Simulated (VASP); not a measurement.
# C (P1) in VASP: single point with r2SCAN

Aim: the single point of C with r2SCAN.

All numbers are computed with VASP 6.6.1; they aren't measurements. Logs are shortened: lines on timing, memory, paths and dates and some standing lists are left out, and cuts for length are marked.

## 1. The cell of the first run

The typed cell holds 4 atoms: a = 2.518 Å, b = 2.518 Å, c = 4.360 Å, α = 73.22°, β = 73.22°, γ = 60.00°.

## 2. Single point, r2SCAN

The input, POSCAR:

```
C
1.0
    0.0000000000     -1.7801417077     -1.7801417077
   -1.7801417077      0.0000000000     -1.7801417077
    1.7801417077      1.7801417077     -3.5602834153
C
4
Direct
    0.7733896353      0.7174607917      0.7370550578
    0.2266103647      0.2825392083      0.2629449422
    0.4197672176      0.4269270544      0.8373015569
    0.8302327824      0.8230729456      0.4126984431
```

The input, INCAR.step1:

```
SYSTEM = C
ALGO = Normal
EDIFF = 1E-4
ENCUT = 520
GGA = PE
ISMEAR = 0
LASPH = .True.
LCHARG = .False.
LREAL = .False.
LWAVE = .True.
NBANDS = 16
NELM = 60
PREC = Accurate
SIGMA = 0.05
```

The input, INCAR.step2:

```
SYSTEM = C
ALGO = Normal
EDIFF = 1E-6
ENCUT = 520
ISIF = 2
ISMEAR = 0
ISTART = 1
LASPH = .True.
LCHARG = .False.
LMIXTAU = .True.
LREAL = .False.
LWAVE = .False.
METAGGA = R2SCAN
NBANDS = 16
NELM = 60
PREC = Accurate
SIGMA = 0.05
```

The input, KPOINTS:

```
k-points
0
Gamma
  12 12 10
  0 0 0
```

Potentials or basis: VASP PAW PBE potentials, release 64 (C).

Run with:

```bash
$ cat potpaw_PBE.64/C/POTCAR > POTCAR
$ cp INCAR.step1 INCAR
$ mpirun -np 1 vasp_std > vasp.out
$ cp INCAR.step2 INCAR
$ mpirun -np 1 vasp_std > vasp.out
```

OUTCAR:

```text
SYSTEM = C
   EDIFF = 1E-6
   ENCUT = 520
   ISIF = 2
   ISMEAR = 0
   ISTART = 1
   LASPH = .True.
   LREAL = .False.
   METAGGA = R2SCAN
   NELM = 60
   PREC = Accurate

 ion  position               nearest neighbor table
   1  0.773  0.717  0.737-   3 1.33   4 1.34   3 1.55   3 1.68
   2  0.227  0.283  0.263-   4 1.43   4 1.57   3 1.75   4 1.76
   3  0.420  0.427  0.837-   1 1.33   1 1.55   1 1.68   2 1.75
   4  0.830  0.823  0.413-   1 1.34   2 1.43   2 1.57   2 1.76

  LATTYP: Found a trigonal (rhomboedric) cell.
 ALAT       =     4.3604388537
 COS(alpha) =     0.8333333333

  Lattice vectors:

 A1 = (   1.7801417077,   3.5602834154,  -1.7801417076)
 A2 = (   3.5602834154,   1.7801417077,  -1.7801417076)
 A3 = (   1.7801417077,   1.7801417077,  -3.5602834153)

Analysis of symmetry for initial positions (statically):
=====================================================================
 Subroutine PRICEL returns:
 Original cell was already a primitive cell.

 Routine SETGRP: Setting up the symmetry group for a
 trigonal (rhombohedral) supercell.

 Subroutine GETGRP returns: Found  1 space group operations
 (whereof  1 operations were pure point group operations)
 out of a pool of 12 trial point group operations.

The static configuration has the point symmetry C_1 .

Analysis of symmetry for dynamics (positions and initial velocities):
=====================================================================
 Subroutine PRICEL returns:
 Original cell was already a primitive cell.

 Routine SETGRP: Setting up the symmetry group for a
 trigonal (rhombohedral) supercell.

 Subroutine GETGRP returns: Found  1 space group operations
 (whereof  1 operations were pure point group operations)
 out of a pool of 12 trial point group operations.

The dynamic configuration has the point symmetry C_1 .

 Subroutine INISYM returns: Found  1 space group operations
 (whereof  1 operations are pure point group operations),
 and found     1 'primitive' translations

----------------------------------------------------------------------------------------

                                     Primitive cell

  volume of cell :      22.5644

  direct lattice vectors                    reciprocal lattice vectors
     0.000000000 -1.780141708 -1.780141708     0.140438258 -0.421314773 -0.140438258
    -1.780141708  0.000000000 -1.780141708    -0.421314773  0.140438258 -0.140438258
     1.780141708  1.780141708 -3.560283415     0.140438258  0.140438258 -0.140438258

  length of vectors
     2.517500546  2.517500546  4.360438854     0.465781007  0.465781007  0.243246198

  position of ions in fractional coordinates (direct lattice)
     0.773389635  0.717460792  0.737055058
     0.226610365  0.282539208  0.262944942
     0.419767218  0.426927054  0.837301557
     0.830232782  0.823072946  0.412698443

  ion indices of the primitive-cell ions
   primitive index   ion index
                 1           1
                 2           2
                 3           3
                 4           4

----------------------------------------------------------------------------------------

 KPOINTS: k-points

Automatic generation of k-mesh.
 Grid dimensions read from file:
 generate k-points for:   12   12   10

 Generating k-lattice:

  Cartesian coordinates                     Fractional coordinates (reciprocal lattice)
     0.011703188 -0.035109564 -0.011703188     0.083333333  0.000000000  0.000000000
    -0.035109564  0.011703188 -0.011703188     0.000000000  0.083333333  0.000000000
     0.014043826  0.014043826 -0.014043826     0.000000000  0.000000000  0.100000000

  Length of vectors
     0.038815084  0.038815084  0.024324620

  Shift w.r.t. Gamma in fractional coordinates (k-lattice)
     0.000000000  0.000000000  0.000000000

 -----------------------------------------------------------------------------
|                                                                             |
|           W    W    AA    RRRRR   N    N  II  N    N   GGGG   !!!           |
|           W    W   A  A   R    R  NN   N  II  NN   N  G    G  !!!           |
|           W    W  A    A  R    R  N N  N  II  N N  N  G       !!!           |
|           W WW W  AAAAAA  RRRRR   N  N N  II  N  N N  G  GGG   !            |
|           WW  WW  A    A  R   R   N   NN  II  N   NN  G    G                |
|           W    W  A    A  R    R  N    N  II  N    N   GGGG   !!!           |
|                                                                             |
|     Your reciprocal lattice and k-lattice belong to different lattice       |
|     classes:                                                                |
|                                                                             |
|        The reciprocal lattice is rhombohedral (trigonal),                   |
|        whereas your k-lattice is base-centered monoclinic.                  |
|                                                                             |
|     Results are often still useful ...                                      |
|                                                                             |
 -----------------------------------------------------------------------------

 WARNING: IBZKPT: internal override: KBLOWUP is changed to .FALSE.
      ... skipping the blow-up phase ...

 Subroutine IBZKPT returns following result:
 ===========================================

 Found    724 irreducible k-points:

 Following reciprocal coordinates:
            Coordinates               Weight
  0.000000  0.000000  0.000000      1.000000
  0.083333  0.000000  0.000000      2.000000
  0.166667  0.000000 -0.000000      2.000000
  0.250000  0.000000  0.000000      2.000000
  0.333333  0.000000 -0.000000      2.000000
  0.416667  0.000000  0.000000      2.000000
[... 16 lines left out ...]
  0.250000  0.166667 -0.000000      2.000000
  0.333333  0.166667 -0.000000      2.000000
 [... further k-points ...]
   k-points           NKPTS =    724   k-points in BZ     NKDIM =    724   number of bands    NBANDS=     16
   number of dos      NEDOS =    301   number of ions     NIONS =      4
   total plane-waves  NPLWV =  12800
   dimension x,y,z NGX =    20 NGY =   20 NGZ =   32
   dimension x,y,z NGXF=    40 NGYF=   40 NGZF=   64
   ions per type =               4
   NGX,Y,Z   is equivalent  to a cutoff of  13.21, 13.21, 12.20 a.u.
   NGXF,Y,Z  is equivalent  to a cutoff of  26.41, 26.41, 24.40 a.u.
 SYSTEM =  C
   PREC   = accura    normal or accurate (medium, high low for compatibility)
   ISTART =      1    job   : 0-new  1-cont  2-samecut
   ICHARG =      0    charge: 1-file 2-atom 10-const
   ISPIN  =      1    spin polarized calculation?
   LNONCOLLINEAR =      F non collinear calculations
   LSORBIT =      F    spin-orbit coupling
   LASPH  =      T    aspherical Exc in radial PAW
   ENCUT  =  520.0 eV  38.22 Ry    6.18 a.u.   4.68  4.68  8.11*2*pi/ulx,y,z
   NELM   =     60;   NELMIN=  2; NELMDL=  0     # of ELM steps
   EDIFF  = 0.1E-05   stopping-criterion for ELM
   LREAL  =      F    real-space projection
[... 7 lines left out ...]
   TEBEG  =    0.0;   TEEND  =   0.0 temperature during run
   PSTRESS=    0.0 pullay stress
   NELECT =      16.0000    total number of electrons
   NUPDOWN=      -1.0000    fix difference up-down
   EMIN   =  10.00;   EMAX   =-10.00  energy-range for DOS
   EFERMI =   0.00;   METHOD = LEGACY
   ISMEAR =     0;   SIGMA  =   0.05  broadening in eV -4-tet -1-fermi 0-gaus
   EFERMI_NEDOS =   21; number of points for ismear=-14 and -15
   IALGO  =     38    algorithm
   IMIX   =      4    mixing-type and parameters
     AMIX     =   0.40;   BMIX     =  1.00
     AMIX_MAG =   1.60;   BMIX_MAG =  1.00
  volume/ion in A,a.u.               =       5.64        38.07
  Fermi-wavevector in a.u.,A,eV,Ry     =   1.459846  2.758708 28.996044  2.131149
  Thomas-Fermi vector in A             =   2.576365
   LORBIT       =      0    0 simple, 1 ext, 2 COOP (PROOUT), +10 PAW based schemes
   METAGGA = R2SCAN    functional components
   LHFCALC =     F    Hartree Fock is set to
   AEXX    =    0.0000 exact exchange contribution
   IVDW    =     0    specifies the selected vdW correction
   LEPSILON=     F    determine dielectric tensor
   LRPA    =     F    only Hartree local field effects (RPA)
 non-spin polarized calculation
 Gauss-broadening in eV      SIGMA  =   0.05
  energy-cutoff  :      520.00
  volume of cell :       22.56
 maximum number of plane-waves:       624
   NGX =  9   NGY =  9   NGZ = 17

 number of electron      16.0000000 magnetization

 Free energy of the ion-electron system (eV)
  ---------------------------------------------------
  ext. energy  EPLUGINS =         0.00000000
  ---------------------------------------------------
  free energy    TOTEN  =       -36.19583260 eV

  energy without entropy =      -36.19583260  energy(sigma->0) =      -36.19583260

 E-fermi :  12.0935     XC(G=0): -14.2529

 val. band max:       11.9313750384   @ k =   0.0000   0.0000   0.0000
 cond. band min:      12.2609446818   @ k =  -0.4167   0.0000   0.4000
 fundamental gap:      0.3295696434
 Fermi energy:        12.0935220853

 k-point     1 :       0.0000    0.0000    0.0000
  band No.  band energies     occupation
      1     -13.7052      2.00000
      2      -7.1170      2.00000
      3      -4.3991      2.00000
      4       4.2363      2.00000
      5       6.0988      2.00000
      6       9.4338      2.00000
[... 8 lines left out ...]
     15      22.6799      0.00000
     16      27.2308      0.00000

 k-point     2 :       0.0833    0.0000    0.0000
  band No.  band energies     occupation
      1     -13.5279      2.00000
      2      -7.0096      2.00000
      3      -4.1857      2.00000
      4       3.7647      2.00000
      5       5.6035      2.00000
      6       8.7962      2.00000
[... 8 lines left out ...]
     15      22.9074      0.00000
     16      27.1973      0.00000
[... 387 lines left out ...]
      5       4.1485      2.00000
      6       5.6814      2.00000
[... 8 lines left out ...]
     15      23.9692      0.00000
     16      27.2446      0.00000

 k-point    24 :       0.3333    0.1667   -0.0000
  band No.  band energies     occupation
      1     -11.5251      2.00000
      2      -6.3377      2.00000
      3      -1.6588      2.00000
      4      -0.1132      2.00000
      5       2.6182      2.00000
      6       4.5559      2.00000
[... 8 lines left out ...]
     15      25.2912      0.00000
     16      26.3622      0.00000

 [... further k-points ...]
[... 5 lines left out ...]
  --------------------------------------------------------------------------------------
  -------------------------------------------------------------------------------------
  Total        4.6556349      5.5717210      5.8409499      3.9745886     -0.8426366      0.0031766
  in kB      330.5717815    395.6181696    414.7346764    282.2143212    -59.8311287      0.2255534
  external PRESSURE =     380.3082091 kB  Pullay stress =       0.0000000 kB

 VOLUME and BASIS-vectors are now :
 -----------------------------------------------------------------------------
  energy-cutoff  :      520.00
  volume of cell :       22.56
      direct lattice vectors                 reciprocal lattice vectors
     0.000000000 -1.780141708 -1.780141708     0.140438258 -0.421314773 -0.140438258
    -1.780141708  0.000000000 -1.780141708    -0.421314773  0.140438258 -0.140438258
     1.780141708  1.780141708 -3.560283415     0.140438258  0.140438258 -0.140438258

 POSITION                                       TOTAL-FORCE (eV/Angst)
 -----------------------------------------------------------------------------------
      0.03488     -0.06468     -5.27805        -3.035925     -0.657076     -9.086334
     -0.03488      0.06468     -1.84252         3.055734     -1.730698      3.404457
      0.73052      0.74327     -4.48827         9.882610      8.333449      3.159415
     -0.73052     -0.74327     -4.41244        -9.902420     -5.945674      2.522462
 -----------------------------------------------------------------------------------
    total drift:                               -0.000015     -0.000032      0.000144

  FREE ENERGIE OF THE ION-ELECTRON SYSTEM (eV)
  ---------------------------------------------------
  free  energy   TOTEN  =       -36.1958325992 eV

  energy  without entropy=      -36.1958325981  energy(sigma->0) =      -36.19583260
```

It took 20 min on 1 thread of Oxide Virtual Turin-like, shared host; peak memory 0.25 GiB.

Results:

* Free energy: -36.1958 eV
* Pressure: 38.0 GPa
* Largest force: 13.308 eV/Å
* Band gap on the k mesh: 0.33 eV, indirect (least direct gap 1.21 eV)

Forces on the atoms (eV/Å):
```
C   -3.036 -0.657 -9.086
C    3.056 -1.731  3.404
C    9.883  8.333  3.159
C   -9.902 -5.946  2.522
```

Levels at points of the mesh, in eV from the valence-band top:
```tsv
k point	band 4	band 5	band 6	band 7	band 8	band 9	band 10	band 11	band 12	band 13
(0.00, 0.00, 0.00)	-7.70	-5.83	-2.50	-1.25	0.00	1.21	1.83	3.13	7.01	8.27
(0.50, 0.00, 0.00)	-13.23	-10.64	-8.96	-7.70	-5.38	1.17	3.39	7.43	9.29	10.56
(0.00, 0.50, 0.00)	-13.00	-10.64	-9.57	-7.58	-5.62	1.72	4.83	7.19	8.95	11.03
(0.50, 0.50, 0.00)	-13.99	-9.33	-8.87	-5.59	-5.06	1.45	2.35	6.76	7.17	7.85
(0.00, 0.00, 0.50)	-8.33	-7.07	-5.57	-2.18	-0.90	2.15	2.51	5.27	6.62	9.17
(0.50, 0.00, 0.50)	-15.14	-9.63	-9.05	-4.80	-4.00	0.45	2.17	4.97	6.28	9.14
(0.00, 0.50, 0.50)	-14.54	-9.92	-9.49	-4.98	-4.46	1.17	2.41	6.07	7.21	7.98
(0.50, 0.50, 0.50)	-12.11	-10.61	-8.57	-7.90	-6.44	2.78	4.92	6.74	7.78	10.59
```

Caveat: the PAW data sets were made with another functional, which shifts forces and pressure a little.
